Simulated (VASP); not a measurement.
# CoSi2 (Fm-3m) in VASP: a series of runs

The runs below take CoSi2 through single point, with r2SCAN.

Program: VASP 6.6.1. These are calculated values, not measurements. Logs are shortened: lines on timing, memory, paths and dates and some standing lists are left out, and cuts for length are marked.

**1. The cell of the first run**

The structure is cubic, space group Fm-3m (No. 225). The conventional cell has a = 5.356 Å, b = 5.356 Å, c = 5.356 Å, α = 90.00°, β = 90.00°, γ = 90.00°. Co (site symmetry m-3m) has 8 Si at 2.32 Å within 3.1 Å. Within 3.1 Å of Si (site symmetry -43m) lie 4 Co at 2.32 Å and 6 Si at 2.68 Å.

**2. Single point, r2SCAN, collinear spin, ferromagnetic start**

Input file POSCAR:

```
CoSi2
1.0
    0.0000000000      2.6780000000      2.6780000000
    5.3560000000      0.0000000000      5.3560000000
    2.6780000000      2.6780000000      0.0000000000
Co Si
2 4
Direct
    0.0000000000      0.0000000000      0.0000000000
    0.0000000000      0.5000000000      0.0000000000
    0.2500000000      0.1250000000      0.2500000000
    0.2500000000      0.6250000000      0.2500000000
    0.7500000000      0.3750000000      0.7500000000
    0.7500000000      0.8750000000      0.7500000000
```

Input file INCAR.step1:

```
PREC = Accurate ; ENCUT = 520
ISMEAR = -1 ; SIGMA = 0.1
LREAL = F ; LASPH = T
NELM = 150 ; ISPIN = 2
MAGMOM = 3 3 0 0 0 0 ; LMAXMIX = 4
NBANDS = 30 ; GGA = PE
ALGO = Normal ; EDIFF = 1E-4
LWAVE = T ; LCHARG = F
```

Input file INCAR.step2:

```
PREC = Accurate ; ENCUT = 520
EDIFF = 1E-6 ; ISMEAR = -1
SIGMA = 0.1 ; LREAL = F
LASPH = T ; NELM = 150
ALGO = Normal ; ISIF = 2
LWAVE = F ; LCHARG = T
ISPIN = 2 ; MAGMOM = 3 3 0 0 0 0
LORBIT = 11 ; LMAXMIX = 4
METAGGA = R2SCAN ; LMIXTAU = T
LELF = T ; LVHAR = T
NBANDS = 30 ; ISTART = 1
```

Input file KPOINTS:

```
Automatic mesh
0
Gamma
  6 3 6
```

Potentials or basis: VASP PAW PBE potentials, release 64 (Co, Si).

The run is started by

```
$ cat potpaw_PBE.64/Co/POTCAR potpaw_PBE.64/Si/POTCAR > POTCAR
$ cp INCAR.step1 INCAR
$ mpirun -np 1 vasp_std > vasp.out
$ cp INCAR.step2 INCAR
$ mpirun -np 1 vasp_std > vasp.out
```

OUTCAR:

```text
PREC = Accurate
   ENCUT = 520
   EDIFF = 1E-6
   ISMEAR = -1
   LREAL = F
   LASPH = T
   NELM = 150
   ISIF = 2
   ISPIN = 2
   LORBIT = 11
   METAGGA = R2SCAN
   ISTART = 1

 ion  position               nearest neighbor table
   1  0.000  0.000  0.000-   6 2.32   3 2.32   3 2.32   4 2.32   5 2.32   6 2.32   6 2.32   3 2.32

   2  0.000  0.500  0.000-   5 2.32   4 2.32   3 2.32   4 2.32   5 2.32   6 2.32   5 2.32   4 2.32

   3  0.250  0.125  0.250-   1 2.32   1 2.32   1 2.32   2 2.32   6 2.68   5 2.68   6 2.68   5 2.68
                             6 2.68   5 2.68
   4  0.250  0.625  0.250-   2 2.32   2 2.32   1 2.32   2 2.32   5 2.68   5 2.68   6 2.68   5 2.68
                             6 2.68   6 2.68
   5  0.750  0.375  0.750-   2 2.32   2 2.32   1 2.32   2 2.32   3 2.68   4 2.68   3 2.68   3 2.68
                             4 2.68   4 2.68
   6  0.750  0.875  0.750-   1 2.32   2 2.32   1 2.32   1 2.32   3 2.68   4 2.68   4 2.68   3 2.68
                             4 2.68   3 2.68

  LATTYP: Found a trigonal (rhomboedric) cell.
 ALAT       =     6.5597335312
 COS(alpha) =     0.8333333333

  Lattice vectors:

 A1 = (   2.6780000000,  -5.3560000000,   2.6780000000)
 A2 = (   5.3560000000,  -2.6780000000,   2.6780000000)
 A3 = (   2.6780000000,  -2.6780000000,   5.3560000000)

Analysis of symmetry for initial positions (statically):
=====================================================================
 Subroutine PRICEL returns following result:

  LATTYP: Found a face centered cubic cell.
 ALAT       =     5.3560000000
[... 12 lines left out ...]
 Subroutine GETGRP returns: Found 12 space group operations
 (whereof 12 operations were pure point group operations)
 out of a pool of 12 trial point group operations.

The static configuration has the point symmetry D_3d.

Analysis of symmetry for dynamics (positions and initial velocities):
=====================================================================
 Subroutine PRICEL returns following result:

  LATTYP: Found a face centered cubic cell.
 ALAT       =     5.3560000000
[... 12 lines left out ...]
 Subroutine GETGRP returns: Found 12 space group operations
 (whereof 12 operations were pure point group operations)
 out of a pool of 12 trial point group operations.

The dynamic configuration has the point symmetry D_3d.

Analysis of structural, dynamic, and magnetic symmetry:
=====================================================================
 Subroutine PRICEL returns following result:

  LATTYP: Found a face centered cubic cell.
 ALAT       =     5.3560000000
[... 12 lines left out ...]
 Subroutine GETGRP returns: Found 12 space group operations
 (whereof 12 operations were pure point group operations)
 out of a pool of 12 trial point group operations.

The overall configuration has the point symmetry D_3d.

 Subroutine INISYM returns: Found 12 space group operations
 (whereof 12 operations are pure point group operations),
 and found     2 'primitive' translations

----------------------------------------------------------------------------------------

                                     Primitive cell

  volume of cell :      38.4115

  direct lattice vectors                    reciprocal lattice vectors
     0.000000000  2.678000000  2.678000000    -0.186706497  0.186706497  0.186706497
     2.678000000  0.000000000  2.678000000     0.186706497 -0.186706497  0.186706497
     2.678000000  2.678000000  0.000000000     0.186706497  0.186706497 -0.186706497

  length of vectors
     3.787263920  3.787263920  3.787263920     0.323385140  0.323385140  0.323385140

  position of ions in fractional coordinates (direct lattice)
     0.000000000  0.000000000  0.000000000
     0.250000000  0.250000000  0.250000000
     0.750000000  0.750000000  0.750000000

  ion indices of the primitive-cell ions
   primitive index   ion index
                 1           1
                 2           3
                 3           6

----------------------------------------------------------------------------------------

 KPOINTS: Automatic mesh

Automatic generation of k-mesh.
 Grid dimensions read from file:
 generate k-points for:    6    3    6

 Generating k-lattice:

  Cartesian coordinates                     Fractional coordinates (reciprocal lattice)
    -0.031117750  0.031117750  0.031117750     0.166666667  0.000000000  0.000000000
     0.031117750 -0.031117750  0.031117750     0.000000000  0.333333333  0.000000000
     0.031117750  0.031117750 -0.031117750     0.000000000  0.000000000  0.166666667

  Length of vectors
     0.053897523  0.053897523  0.053897523

  Shift w.r.t. Gamma in fractional coordinates (k-lattice)
     0.000000000  0.000000000  0.000000000

 -----------------------------------------------------------------------------
|                                                                             |
|           W    W    AA    RRRRR   N    N  II  N    N   GGGG   !!!           |
|           W    W   A  A   R    R  NN   N  II  NN   N  G    G  !!!           |
|           W    W  A    A  R    R  N N  N  II  N N  N  G       !!!           |
|           W WW W  AAAAAA  RRRRR   N  N N  II  N  N N  G  GGG   !            |
|           WW  WW  A    A  R   R   N   NN  II  N   NN  G    G                |
|           W    W  A    A  R    R  N    N  II  N    N   GGGG   !!!           |
|                                                                             |
|     Your reciprocal lattice and k-lattice belong to different lattice       |
|     classes:                                                                |
|                                                                             |
|        The reciprocal lattice is rhombohedral (trigonal),                   |
|        whereas your k-lattice is body-centered cubic.                       |
|                                                                             |
|     Results are often still useful ...                                      |
|                                                                             |
 -----------------------------------------------------------------------------

 Subroutine IBZKPT returns following result:
 ===========================================

 Found     16 irreducible k-points:

 Following reciprocal coordinates:
            Coordinates               Weight
  0.000000  0.000000  0.000000      1.000000
  0.166667  0.000000  0.000000      6.000000
  0.333333  0.000000  0.000000      6.000000
  0.500000  0.000000  0.000000      3.000000
  0.000000  0.333333  0.000000      2.000000
  0.166667  0.333333  0.000000      6.000000
[... 8 lines left out ...]
  0.500000 -0.333333  0.166667     12.000000
 -0.333333  0.000000  0.333333      6.000000
   k-points           NKPTS =     16   k-points in BZ     NKDIM =     16   number of bands    NBANDS=     30
   number of dos      NEDOS =    301   number of ions     NIONS =      6
   total plane-waves  NPLWV =  43904
   dimension x,y,z NGX =    28 NGY =   56 NGZ =   28
   dimension x,y,z NGXF=    56 NGYF=  112 NGZF=   56
   ions per type =               2   4
   NGX,Y,Z   is equivalent  to a cutoff of  12.29, 12.29, 12.29 a.u.
   NGXF,Y,Z  is equivalent  to a cutoff of  24.58, 24.58, 24.58 a.u.
 SYSTEM =  unknown system
   PREC   = accura    normal or accurate (medium, high low for compatibility)
   ISTART =      1    job   : 0-new  1-cont  2-samecut
   ICHARG =      0    charge: 1-file 2-atom 10-const
   ISPIN  =      2    spin polarized calculation?
   LNONCOLLINEAR =      F non collinear calculations
   LSORBIT =      F    spin-orbit coupling
   LASPH  =      T    aspherical Exc in radial PAW
   ENCUT  =  520.0 eV  38.22 Ry    6.18 a.u.   7.04 14.08  7.04*2*pi/ulx,y,z
   NELM   =    150;   NELMIN=  2; NELMDL=  0     # of ELM steps
   EDIFF  = 0.1E-05   stopping-criterion for ELM
   LREAL  =      F    real-space projection
   EDIFFG = 0.1E-04   stopping-criterion for IOM
   NSW    =      0    number of steps for IOM
   IBRION =     -1    ionic relax: 0-MD 1-quasi-New 2-CG
   NFREE  =      0    steps in history (QN), initial steepest desc. (CG)
   ISIF   =      2    stress and relaxation
   ISYM   =      2    0-nonsym 1-usesym 2-fastsym
   POTIM  = 0.5000    time-step for ionic-motion
   TEBEG  =    0.0;   TEEND  =   0.0 temperature during run
   PSTRESS=    0.0 pullay stress
   NELECT =      34.0000    total number of electrons
   NUPDOWN=      -1.0000    fix difference up-down
   EMIN   =  10.00;   EMAX   =-10.00  energy-range for DOS
   EFERMI =   0.00;   METHOD = LEGACY
   ISMEAR =    -1;   SIGMA  =   0.10  broadening in eV -4-tet -1-fermi 0-gaus
   EFERMI_NEDOS =   21; number of points for ismear=-14 and -15
   IALGO  =     38    algorithm
   IMIX   =      4    mixing-type and parameters
     AMIX     =   0.40;   BMIX     =  1.00
     AMIX_MAG =   1.60;   BMIX_MAG =  1.00
  volume/ion in A,a.u.               =      12.80        86.40
  Fermi-wavevector in a.u.,A,eV,Ry     =   1.247586  2.357596 21.177078  1.556471
  Thomas-Fermi vector in A             =   2.381712
   LORBIT       =     11    0 simple, 1 ext, 2 COOP (PROOUT), +10 PAW based schemes
   METAGGA = R2SCAN    functional components
   LHFCALC =     F    Hartree Fock is set to
   AEXX    =    0.0000 exact exchange contribution
   IVDW    =     0    specifies the selected vdW correction
   LEPSILON=     F    determine dielectric tensor
   LRPA    =     F    only Hartree local field effects (RPA)
 spin polarized calculation
  energy-cutoff  :      520.00
  volume of cell :       76.82
 maximum number of plane-waves:      2093
   NGX = 15   NGY = 29   NGZ = 15

 number of electron      33.9999991 magnetization       0.0000225

 number of electron      33.9999991 magnetization      -0.0000014

 Free energy of the ion-electron system (eV)
  ---------------------------------------------------
  ext. energy  EPLUGINS =         0.00000000
  ---------------------------------------------------
  free energy    TOTEN  =       -64.01072097 eV

  energy without entropy =      -63.94063937  energy(sigma->0) =      -63.97568017

 E-fermi :  10.0826     XC(G=0): -12.5426

 val. band max:        9.8208266034   @ k =  -0.1667   0.0000   0.1667
 cond. band min:      10.1083616813   @ k =  -0.3333   0.0000   0.1667
 fundamental gap:      0.2875350778
 Fermi energy:        10.0825998916

 spin component 1

 k-point     1 :       0.0000    0.0000    0.0000
  band No.  band energies     occupation
      1      -3.7879      1.00000
      2      -0.3001      1.00000
      3       0.3156      1.00000
      4       5.7434      1.00000
      5       5.7434      1.00000
      6       5.7434      1.00000
[... 501 lines left out ...]
     28      19.3049      0.00000
     29      19.5798      0.00000
 Fermi energy:        10.0825998916

 spin component 2

 k-point     1 :       0.0000    0.0000    0.0000
  band No.  band energies     occupation
      1      -3.7879      1.00000
      2      -0.3001      1.00000
      3       0.3156      1.00000
      4       5.7434      1.00000
      5       5.7434      1.00000
      6       5.7434      1.00000
[... 501 lines left out ...]
     28      19.3049      0.00000
     29      19.5798      0.00000
 [bands above 29 left out]

------------------------ aborting loop because EDIFF is reached ----------------------------------------

  FORCE on cell =-STRESS in cart. coord.  units (eV):
  Direction    XX          YY          ZZ          XY          YZ          ZX
  --------------------------------------------------------------------------------------
  -------------------------------------------------------------------------------------
  Total       -2.0892505     -2.0892505     -2.0892505      0.0000383      0.0000383     -0.0000383
  in kB      -43.5721904    -43.5721904    -43.5721904      0.0007979      0.0007979     -0.0007979
  external PRESSURE =     -43.5721904 kB  Pullay stress =       0.0000000 kB

 VOLUME and BASIS-vectors are now :
 -----------------------------------------------------------------------------
  energy-cutoff  :      520.00
  volume of cell :       76.82
      direct lattice vectors                 reciprocal lattice vectors
     0.000000000  2.678000000  2.678000000    -0.186706497  0.186706497  0.186706497
     5.356000000  0.000000000  5.356000000     0.093353249 -0.093353249  0.093353249
     2.678000000  2.678000000  0.000000000     0.186706497  0.186706497 -0.186706497

 POSITION                                       TOTAL-FORCE (eV/Angst)
 -----------------------------------------------------------------------------------
      0.00000      0.00000      0.00000         0.000000     -0.000000      0.000000
      2.67800      0.00000      2.67800         0.000000     -0.000000      0.000000
      1.33900      1.33900      1.33900         0.000001     -0.000001      0.000001
      4.01700      1.33900      4.01700         0.000001     -0.000001      0.000001
      4.01700      4.01700      4.01700        -0.000001      0.000001     -0.000001
      6.69500      4.01700      6.69500        -0.000001      0.000001     -0.000001
 -----------------------------------------------------------------------------------
    total drift:                                0.000000     -0.000000      0.000000

  FREE ENERGIE OF THE ION-ELECTRON SYSTEM (eV)
  ---------------------------------------------------
  free  energy   TOTEN  =       -64.0107209748 eV

  energy  without entropy=      -63.9406393707  energy(sigma->0) =      -63.97568017

 total charge

# of ion       s       p       d       tot
------------------------------------------
    1        0.560   0.759   7.599   8.918
    2        0.560   0.759   7.599   8.918
    3        0.708   0.888   0.000   1.595
    4        0.708   0.888   0.000   1.595
    5        0.708   0.888   0.000   1.595
    6        0.708   0.888   0.000   1.595
--------------------------------------------------
tot          3.951   5.069  15.197  24.217

 magnetization (x)

# of ion       s       p       d       tot
------------------------------------------
    1        0.000   0.000  -0.000  -0.000
    2        0.000   0.000  -0.000  -0.000
    3       -0.000   0.000   0.000   0.000
    4       -0.000   0.000   0.000   0.000
    5       -0.000   0.000   0.000   0.000
    6       -0.000   0.000   0.000   0.000
--------------------------------------------------
tot          0.000   0.000  -0.000   0.000
```

Wall time 5.2 min (1 thread of Intel Xeon Platinum 8259CL at 2.50GHz (Skylake/Cascade Lake), shared host); peak memory 0.28 GiB.

What came out:

| Item | Value |
| --- | --- |
| Free energy | -64.0107 eV |
| Pressure | -4.4 GPa |
| Band gap on the k mesh | zero (filled and empty bands overlap) |
| Net moment | 0.00 μB per cell |
| Valence electrons inside the program's atomic spheres | Co 8.92; Si 1.59 |

Caveat: the starting moments collapsed, and a magnetic state may lie lower; the PAW data sets were made with another functional, which shifts forces and pressure a little.

**3. Single point, r2SCAN**

POSCAR is that of step 2.

Input file INCAR.step1:

```
ALGO = Normal
EDIFF = 1E-4
ENCUT = 520
GGA = PE
ISMEAR = -1
LASPH = True
LCHARG = False
LREAL = False
LWAVE = True
NBANDS = 26
NELM = 100
PREC = Accurate
SIGMA = 0.1
```

Input file INCAR.step2:

```
ALGO = Normal
EDIFF = 1E-6
ENCUT = 520
ISIF = 2
ISMEAR = -1
ISTART = 1
LASPH = True
LCHARG = True
LELF = True
LMIXTAU = True
LREAL = False
LVHAR = True
LWAVE = False
METAGGA = R2SCAN
NBANDS = 26
NELM = 100
PREC = Accurate
SIGMA = 0.1
```

Input file KPOINTS:

```
k-points
0
Gamma
  6 3 6
```

Potentials or basis: VASP PAW PBE potentials, release 64 (Co, Si).

The run is started by

```
$ cat potpaw_PBE.64/Co/POTCAR potpaw_PBE.64/Si/POTCAR > POTCAR
$ cp INCAR.step1 INCAR
$ mpirun -np 1 vasp_std > vasp.out
$ cp INCAR.step2 INCAR
$ mpirun -np 1 vasp_std > vasp.out
```

Run time: 2.3 min. Hardware: 1 thread of Intel Xeon Platinum 8259CL at 2.50GHz (Skylake/Cascade Lake), shared host; peak memory 0.21 GiB.

The run converged. Its results:

```
Free energy            : -64.0107 eV
Pressure               : -4.4 GPa
Band gap on the k mesh : zero (band 17 reaches 13.16 eV, above the bottom of band 18 at 9.29 eV)
```

Levels at points of the mesh, in eV from the Fermi level:
```csv
k point,band 15,band 16,band 17,band 18,band 19,band 20
"(0.00, 0.00, 0.00)",-0.63,1.16,3.08,3.51,3.51,3.51
"(0.50, 0.00, 0.00)",-1.76,-1.49,-0.63,-0.63,1.72,3.08
```

Caveat: the PAW data sets were made with another functional, which shifts forces and pressure a little. Spin polarisation is off, so any magnetic state and its effect on volume and gap are missing.

**4. Single point, r2SCAN, collinear spin, ferromagnetic start**

POSCAR is that of step 3.

Input file INCAR.step1:

```
SYSTEM = CoSi2
PREC     = Accurate       ! precision mode
ENCUT    = 520            ! plane-wave cutoff, eV
ISMEAR   = -1             ! smearing method
SIGMA    = 0.1            ! smearing width, eV
LREAL    = .FALSE.        ! projectors in reciprocal space
LASPH    = .TRUE.         ! aspherical terms in the spheres
NELM     = 150            ! most SCF steps
ISPIN    = 2              ! spin polarisation
MAGMOM   = 4.5 4.5 0 0 0 0 ! initial moments
LMAXMIX  = 4              ! l up to which the mixer works
NBANDS   = 30             ! bands
GGA      = PE             ! functional
ALGO     = Normal         ! electronic algorithm
EDIFF    = 1E-4           ! SCF threshold, eV
LWAVE    = .TRUE.         ! write WAVECAR
LCHARG   = .FALSE.        ! write CHGCAR
```

Input file INCAR.step2:

```
SYSTEM = CoSi2
PREC     = Accurate       ! precision mode
ENCUT    = 520            ! plane-wave cutoff, eV
EDIFF    = 1E-6           ! SCF threshold, eV
ISMEAR   = -1             ! smearing method
SIGMA    = 0.1            ! smearing width, eV
LREAL    = .FALSE.        ! projectors in reciprocal space
LASPH    = .TRUE.         ! aspherical terms in the spheres
NELM     = 150            ! most SCF steps
ALGO     = Normal         ! electronic algorithm
ISIF     = 2              ! what is computed and relaxed
LWAVE    = .FALSE.        ! write WAVECAR
LCHARG   = .FALSE.        ! write CHGCAR
ISPIN    = 2              ! spin polarisation
MAGMOM   = 4.5 4.5 0 0 0 0 ! initial moments
LORBIT   = 11             ! projections on sites
LMAXMIX  = 4              ! l up to which the mixer works
METAGGA  = R2SCAN         ! meta-GGA
LMIXTAU  = .TRUE.       
NBANDS   = 30             ! bands
ISTART   = 1
```

Input file KPOINTS:

```
Automatic mesh
0
G
  6 3 6
  0 0 0
```

The run is started by

```
$ cat potpaw_PBE.64/Co/POTCAR potpaw_PBE.64/Si/POTCAR > POTCAR
$ cp INCAR.step1 INCAR
$ mpirun -np 1 vasp_std > vasp.out
$ cp INCAR.step2 INCAR
$ mpirun -np 1 vasp_std > vasp.out
```

Run time: 4.7 min. Hardware: 1 thread of Intel Xeon Platinum 8259CL at 2.50GHz (Skylake/Cascade Lake), shared host; peak memory 0.27 GiB.

The run converged. Its results:

```
Free energy                                           : -64.0107 eV
Pressure                                              : -4.4 GPa
Band gap on the k mesh                                : zero (filled and empty bands overlap)
Net moment                                            : 0.00 μB per cell
Valence electrons inside the program's atomic spheres : Co 8.92; Si 1.59
```

Levels at points of the mesh, in eV from the Fermi level:
Spin up:
| k point | band 14 | band 15 | band 16 | band 17 | band 18 | band 19 | band 20 | band 21 |
| --- | --- | --- | --- | --- | --- | --- | --- | --- |
| (0.00, 0.00, 0.00) | -0.63 | -0.63 | 1.16 | 3.08 | 3.51 | 3.51 | 3.51 | 3.53 |
| (0.50, 0.00, 0.00) | -1.76 | -1.76 | -1.49 | -0.63 | -0.63 | 1.72 | 3.08 | 3.09 |
Spin down:
```tsv
k point	band 13	band 14	band 15	band 16	band 17	band 18	band 19	band 20	band 21	band 22
(0.00, 0.00, 0.00)	-1.76	-0.63	-0.63	1.16	3.08	3.51	3.51	3.51	3.53	3.53
(0.50, 0.00, 0.00)	-2.04	-1.76	-1.76	-1.49	-0.63	-0.63	1.72	3.08	3.09	3.53
```

Caveat: the starting moments collapsed, and a magnetic state may lie lower; the PAW data sets were made with another functional, which shifts forces and pressure a little.

(Part 1 of 2 ends here.)
